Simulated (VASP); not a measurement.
# PbS (Galena) (Fm-3m) in VASP: notebook

PbS (Galena) is run at these levels: PBE, HSE06, PBE-based global hybrid, r2SCAN50; tasks: single point.

All numbers are computed with VASP 6.6.1; they aren't measurements. Logs are shortened: lines on timing, memory, paths and dates and some standing lists are left out, and cuts for length are marked.

### Step 1. The cell of the first run

The structure is cubic, space group Fm-3m (No. 225). The conventional cell has a = 5.941 Å, b = 5.941 Å, c = 5.941 Å, α = 90.00°, β = 90.00°, γ = 90.00°. Within 3.9 Å of Pb (site symmetry m-3m) lie 6 S at 2.97 Å. S (site symmetry m-3m) has 6 Pb at 2.97 Å within 3.9 Å.

### Step 2. Single point, PBE

The input, INCAR:

```
PREC = Accurate ; ENCUT = 520
EDIFF = 1E-7 ; ISMEAR = 0
SIGMA = 0.01 ; LREAL = False
LASPH = True ; NELM = 80
ALGO = Normal ; ISIF = 2
LWAVE = False ; LCHARG = False
GGA = PE ; NBANDS = 17
```

The input, KPOINTS:

```
Automatic mesh
0
Gamma
  6 6 6
```

The input, POSCAR:

```
PbS
1.0
    0.0000000000      2.9705683269      2.9705683269
    2.9705683269      0.0000000000      2.9705683269
    2.9705683269      2.9705683269      0.0000000000
Pb S
1 1
Direct
    0.0000000000      0.0000000000      0.0000000000
    0.5000000000      0.5000000000      0.5000000000
```

Potentials or basis: VASP PAW PBE potentials, release 64 (Pb_d, S).

Launch:

```console
$ cat potpaw_PBE.64/Pb_d/POTCAR potpaw_PBE.64/S/POTCAR > POTCAR
$ mpirun -np 1 vasp_std > vasp.out
```

OUTCAR:

```text
PREC = Accurate
   ENCUT = 520
   EDIFF = 1E-7
   ISMEAR = 0
   LREAL = False
   LASPH = True
   NELM = 80
   ISIF = 2
   GGA = PE

 ion  position               nearest neighbor table
   1  0.000  0.000  0.000-   2 2.97   2 2.97   2 2.97   2 2.97   2 2.97   2 2.97
   2  0.500  0.500  0.500-   1 2.97   1 2.97   1 2.97   1 2.97   1 2.97   1 2.97

  LATTYP: Found a face centered cubic cell.
 ALAT       =     5.9411366538

  Lattice vectors:

 A1 = (   0.0000000000,   2.9705683269,   2.9705683269)
 A2 = (   2.9705683269,   0.0000000000,   2.9705683269)
 A3 = (   2.9705683269,   2.9705683269,   0.0000000000)

Analysis of symmetry for initial positions (statically):
=====================================================================
 Subroutine PRICEL returns:
 Original cell was already a primitive cell.

 Routine SETGRP: Setting up the symmetry group for a
 face centered cubic supercell.

 Subroutine GETGRP returns: Found 48 space group operations
[... 9 lines left out ...]

 Routine SETGRP: Setting up the symmetry group for a
 face centered cubic supercell.

 Subroutine GETGRP returns: Found 48 space group operations
[... 11 lines left out ...]
                                     Primitive cell

  volume of cell :      52.4262

  direct lattice vectors                    reciprocal lattice vectors
     0.000000000  2.970568327  2.970568327    -0.168317960  0.168317960  0.168317960
     2.970568327  0.000000000  2.970568327     0.168317960 -0.168317960  0.168317960
     2.970568327  2.970568327  0.000000000     0.168317960  0.168317960 -0.168317960

  length of vectors
     4.201018016  4.201018016  4.201018016     0.291535258  0.291535258  0.291535258

  position of ions in fractional coordinates (direct lattice)
     0.000000000  0.000000000  0.000000000
     0.500000000  0.500000000  0.500000000

  ion indices of the primitive-cell ions
   primitive index   ion index
                 1           1
                 2           2

----------------------------------------------------------------------------------------

 KPOINTS: Automatic mesh

Automatic generation of k-mesh.
 Grid dimensions read from file:
 generate k-points for:    6    6    6

 Generating k-lattice:

  Cartesian coordinates                     Fractional coordinates (reciprocal lattice)
    -0.028052993  0.028052993  0.028052993     0.166666667  0.000000000  0.000000000
     0.028052993 -0.028052993  0.028052993     0.000000000  0.166666667  0.000000000
     0.028052993  0.028052993 -0.028052993     0.000000000  0.000000000  0.166666667

  Length of vectors
     0.048589210  0.048589210  0.048589210

  Shift w.r.t. Gamma in fractional coordinates (k-lattice)
     0.000000000  0.000000000  0.000000000

 Subroutine IBZKPT returns following result:
 ===========================================

 Found     16 irreducible k-points:

 Following reciprocal coordinates:
            Coordinates               Weight
  0.000000  0.000000  0.000000      1.000000
  0.166667  0.000000  0.000000      8.000000
  0.333333  0.000000  0.000000      8.000000
  0.500000  0.000000  0.000000      4.000000
  0.166667  0.166667  0.000000      6.000000
  0.333333  0.166667  0.000000     24.000000
[... 8 lines left out ...]
 -0.333333  0.333333  0.166667     24.000000
 -0.333333  0.500000  0.166667     12.000000
   k-points           NKPTS =     16   k-points in BZ     NKDIM =     16   number of bands    NBANDS=     17
   number of dos      NEDOS =    301   number of ions     NIONS =      2
   total plane-waves  NPLWV =  32768
   dimension x,y,z NGX =    32 NGY =   32 NGZ =   32
   dimension x,y,z NGXF=    64 NGYF=   64 NGZF=   64
   ions per type =               1   1
   NGX,Y,Z   is equivalent  to a cutoff of  12.66, 12.66, 12.66 a.u.
   NGXF,Y,Z  is equivalent  to a cutoff of  25.33, 25.33, 25.33 a.u.
 SYSTEM =  unknown system
   PREC   = accura    normal or accurate (medium, high low for compatibility)
   ISTART =      0    job   : 0-new  1-cont  2-samecut
   ICHARG =      2    charge: 1-file 2-atom 10-const
   ISPIN  =      1    spin polarized calculation?
   LNONCOLLINEAR =      F non collinear calculations
   LSORBIT =      F    spin-orbit coupling
   LASPH  =      T    aspherical Exc in radial PAW
   ENCUT  =  520.0 eV  38.22 Ry    6.18 a.u.   7.81  7.81  7.81*2*pi/ulx,y,z
   NELM   =     80;   NELMIN=  2; NELMDL= -5     # of ELM steps
   EDIFF  = 0.1E-06   stopping-criterion for ELM
   LREAL  =      F    real-space projection
   EDIFFG = 0.1E-05   stopping-criterion for IOM
   NSW    =      0    number of steps for IOM
   IBRION =     -1    ionic relax: 0-MD 1-quasi-New 2-CG
   NFREE  =      0    steps in history (QN), initial steepest desc. (CG)
   ISIF   =      2    stress and relaxation
   ISYM   =      2    0-nonsym 1-usesym 2-fastsym
   POTIM  = 0.5000    time-step for ionic-motion
   TEBEG  =    0.0;   TEEND  =   0.0 temperature during run
   PSTRESS=    0.0 pullay stress
   NELECT =      20.0000    total number of electrons
   NUPDOWN=      -1.0000    fix difference up-down
   EMIN   =  10.00;   EMAX   =-10.00  energy-range for DOS
   EFERMI =   0.00;   METHOD = LEGACY
   ISMEAR =     0;   SIGMA  =   0.01  broadening in eV -4-tet -1-fermi 0-gaus
   EFERMI_NEDOS =   21; number of points for ismear=-14 and -15
   IALGO  =     38    algorithm
   IMIX   =      4    mixing-type and parameters
     AMIX     =   0.40;   BMIX     =  1.00
     AMIX_MAG =   1.60;   BMIX_MAG =  1.00
  volume/ion in A,a.u.               =      26.21       176.89
  Fermi-wavevector in a.u.,A,eV,Ry     =   1.187322  2.243714 19.180598  1.409734
  Thomas-Fermi vector in A             =   2.323476
   LORBIT       =      0    0 simple, 1 ext, 2 COOP (PROOUT), +10 PAW based schemes
   GGA     = PE    functional components
   LHFCALC =     F    Hartree Fock is set to
   AEXX    =    0.0000 exact exchange contribution
   IVDW    =     0    specifies the selected vdW correction
   LEPSILON=     F    determine dielectric tensor
   LRPA    =     F    only Hartree local field effects (RPA)
 non-spin polarized calculation
 Gauss-broadening in eV      SIGMA  =   0.01
  energy-cutoff  :      520.00
  volume of cell :       52.43
 maximum number of plane-waves:      1428
   NGX = 15   NGY = 15   NGZ = 15

 number of electron      19.9999999 magnetization

 Free energy of the ion-electron system (eV)
  ---------------------------------------------------
  ext. energy  EPLUGINS =         0.00000000
  ---------------------------------------------------
  free energy    TOTEN  =        -8.76083670 eV

  energy without entropy =       -8.76083670  energy(sigma->0) =       -8.76083670

 E-fermi :   5.8161     XC(G=0):  -9.6603

 val. band max:        5.7513453196   @ k =   0.5000   0.0000   0.0000
 cond. band min:       6.1345387072   @ k =   0.5000   0.0000   0.0000
 fundamental gap:      0.3831933876
 Fermi energy:         5.8161049524

 k-point     1 :       0.0000    0.0000    0.0000
  band No.  band energies     occupation
      1     -11.0572      2.00000
      2     -11.0572      2.00000
      3     -11.0572      2.00000
      4     -11.0408      2.00000
      5     -11.0408      2.00000
      6      -7.7974      2.00000
[... 9 lines left out ...]
     16      12.5006      0.00000
     17      14.4292      0.00000

 k-point     2 :       0.1667    0.0000    0.0000
  band No.  band energies     occupation
      1     -11.0561      2.00000
      2     -11.0548      2.00000
      3     -11.0548      2.00000
      4     -11.0396      2.00000
      5     -11.0396      2.00000
      6      -7.5658      2.00000
[... 9 lines left out ...]
     16      13.1039      0.00000
     17      16.2655      0.00000

 k-point     3 :       0.3333    0.0000    0.0000
  band No.  band energies     occupation
      1     -11.0669      2.00000
      2     -11.0669      2.00000
      3     -11.0545      2.00000
      4     -11.0199      2.00000
      5     -11.0199      2.00000
      6      -6.9795      2.00000
[... 9 lines left out ...]
     16      14.5048      0.00000
     17      17.9886      0.00000

 k-point     4 :       0.5000    0.0000    0.0000
  band No.  band energies     occupation
      1     -11.0740      2.00000
      2     -11.0740      2.00000
      3     -11.0540      2.00000
      4     -11.0090      2.00000
      5     -11.0090      2.00000
      6      -6.5689      2.00000
[... 9 lines left out ...]
     16      15.8878      0.00000
     17      16.2946      0.00000

 k-point     5 :       0.1667    0.1667    0.0000
  band No.  band energies     occupation
      1     -11.0638      2.00000
      2     -11.0635      2.00000
      3     -11.0429      2.00000
      4     -11.0429      2.00000
      5     -11.0344      2.00000
      6      -7.4825      2.00000
[... 9 lines left out ...]
     16      14.2922      0.00000
     17      15.2004      0.00000

 k-point     6 :       0.3333    0.1667    0.0000
  band No.  band energies     occupation
      1     -11.0893      2.00000
      2     -11.0617      2.00000
      3     -11.0464      2.00000
      4     -11.0298      2.00000
      5     -11.0165      2.00000
      6      -6.9994      2.00000
[... 9 lines left out ...]
     16      15.3974      0.00000
     17      17.1852      0.00000
[... 121 lines left out ...]
 k-point    13 :       0.5000    0.5000    0.0000
  band No.  band energies     occupation
      1     -11.1917      2.00000
      2     -11.0822      2.00000
      3     -11.0154      2.00000
      4     -10.9975      2.00000
      5     -10.9975      2.00000
      6      -6.1458      2.00000
[... 9 lines left out ...]
     16      18.0229      0.00000
     17      18.0522      0.00000

 k-point    14 :       0.5000    0.3333    0.1667
  band No.  band energies     occupation
      1     -11.1176      2.00000
      2     -11.0581      2.00000
      3     -11.0460      2.00000
      4     -11.0170      2.00000
      5     -11.0136      2.00000
      6      -6.5206      2.00000
[... 9 lines left out ...]
     16      16.3813      0.00000
     17      16.7047      0.00000

 k-point    15 :      -0.3333    0.3333    0.1667
  band No.  band energies     occupation
      1     -11.1282      2.00000
      2     -11.0513      2.00000
      3     -11.0368      2.00000
      4     -11.0354      2.00000
      5     -11.0045      2.00000
      6      -6.2291      2.00000
[... 9 lines left out ...]
     16      17.1564      0.00000
     17      17.5329      0.00000

 k-point    16 :      -0.3333    0.5000    0.1667
  band No.  band energies     occupation
      1     -11.1607      2.00000
      2     -11.0619      2.00000
      3     -11.0317      2.00000
      4     -11.0195      2.00000
      5     -10.9974      2.00000
      6      -6.1166      2.00000
[... 9 lines left out ...]
     16      17.5864      0.00000
     17      18.0152      0.00000

------------------------ aborting loop because EDIFF is reached ----------------------------------------

  FORCE on cell =-STRESS in cart. coord.  units (eV):
  Direction    XX          YY          ZZ          XY          YZ          ZX
  --------------------------------------------------------------------------------------
  -------------------------------------------------------------------------------------
  Total        0.6013709      0.6013709      0.6013709     -0.0000000     -0.0000000      0.0000000
  in kB       18.3782573     18.3782573     18.3782573     -0.0000000     -0.0000000      0.0000000
  external PRESSURE =      18.3782573 kB  Pullay stress =       0.0000000 kB

 VOLUME and BASIS-vectors are now :
 -----------------------------------------------------------------------------
  energy-cutoff  :      520.00
  volume of cell :       52.43
      direct lattice vectors                 reciprocal lattice vectors
     0.000000000  2.970568327  2.970568327    -0.168317960  0.168317960  0.168317960
     2.970568327  0.000000000  2.970568327     0.168317960 -0.168317960  0.168317960
     2.970568327  2.970568327  0.000000000     0.168317960  0.168317960 -0.168317960

 POSITION                                       TOTAL-FORCE (eV/Angst)
 -----------------------------------------------------------------------------------
      0.00000      0.00000      0.00000         0.000000      0.000000     -0.000000
      2.97057      2.97057      2.97057         0.000000      0.000000      0.000000
 -----------------------------------------------------------------------------------
    total drift:                                0.000000     -0.000000     -0.000000

  FREE ENERGIE OF THE ION-ELECTRON SYSTEM (eV)
  ---------------------------------------------------
  free  energy   TOTEN  =        -8.7608367033 eV

  energy  without entropy=       -8.7608367033  energy(sigma->0) =       -8.76083670
```

It took 13 s on 1 thread of Intel Xeon Platinum 8259CL at 2.50GHz (Skylake/Cascade Lake), shared host; peak memory 0.17 GiB.

What came out:

```yaml
Free_energy: -8.7608 eV
Pressure: 1.8 GPa
Band_gap_on_the_k_mesh: 0.38 eV, direct
```

Levels at points of the mesh, in eV from the valence-band top:
| k point | band 7 | band 8 | band 9 | band 10 | band 11 | band 12 | band 13 | band 14 |
| --- | --- | --- | --- | --- | --- | --- | --- | --- |
| (0.00, 0.00, 0.00) | -6.04 | -2.14 | -2.14 | -2.14 | 5.21 | 5.21 | 5.21 | 6.75 |
| (0.50, 0.00, 0.00) | -8.81 | -1.76 | -1.76 | 0.00 | 0.38 | 1.98 | 1.98 | 8.66 |
| (0.50, 0.50, 0.00) | -7.19 | -5.15 | -3.41 | -3.41 | 3.89 | 5.56 | 5.67 | 5.67 |

Caveat: spin-orbit coupling is left out, which moves the levels of the heavy elements.

(Part 1 of 4 ends here.)
